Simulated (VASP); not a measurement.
# CoO: single point with revPBE+D3(BJ)+U

CoO:

```xyz
2
Lattice="1.6022 0.9250 2.5665 -1.6022 0.9250 2.5665 0.0000 -1.8501 2.5665" Properties=species:S:1:pos:R:3 pbc="T T T"
Co    0.0000    0.0000    7.6915
O     0.0000    0.0000    5.7824
```

```yaml
Program: VASP 6.6.1
Task: single point
Functional: revPBE
Dispersion: D3(BJ)
Potentials_or_basis: VASP PAW PBE potentials, release 64 (Co, O)
Cutoff: 520 eV
k_mesh: 10 × 10 × 10
Occupations: methfessel-paxton, width 0.1 eV
Spin: collinear spin, ferromagnetic start
Starting_moments: "[2.0, 0.0] μB"
Hubbard_terms: Co d U = 5.0 eV
Dipole_correction: no
k_mesh_for_the_DOS: 15 × 15 × 15
Occupations_for_the_DOS: tetrahedron
Further_INCAR_settings: ALGO = Normal; EDIFF = 1e-06; NBANDS = 18
```

| Property | Result |
| --- | --- |
| Net moment | 3.00 μB per cell |
| Site moments | Co +2.77; O +0.15 μB |
| Valence electrons inside the program's atomic spheres | Co 8.04; O 5.07 |
| Dispersion energy per atom | -0.429 eV |

Levels at points of the mesh, in eV from the valence-band top:
Spin up:
```
           k point  band 5  band 6  band 7  band 8  band 9  band 10  band 11  band 12  band 13  band 14
(0.00, 0.00, 0.00)   -3.94   -3.94   -0.10   -0.10    0.00     0.87    14.66    14.66    15.24    19.81
```
Spin down:
```
           k point  band 2  band 3  band 4  band 5  band 6  band 7  band 8  band 9  band 10  band 11
(0.00, 0.00, 0.00)   -3.43   -3.38   -3.38   -2.35   -2.35    1.66    5.08    5.08     5.13    15.24
```

Eigenvalues of the final occupation matrices:
```tsv
site	spin	trace	eigenvalues
site 1 d	1	4.96	0.98 0.98 1.00 1.00 1.00
site 1 d	2	2.26	0.11 0.11 0.12 0.97 0.97
```

Run time: 3.4 min on 1 thread of AMD EPYC 7R43 64-Core Processor (Zen 3) (shared host), peak memory 0.28 GiB.

Caveat: three body term missing; a cell with one magnetic atom can't hold antiferromagnetic order, which such compounds often take. The state reached can hang on the start; a lower one may exist.
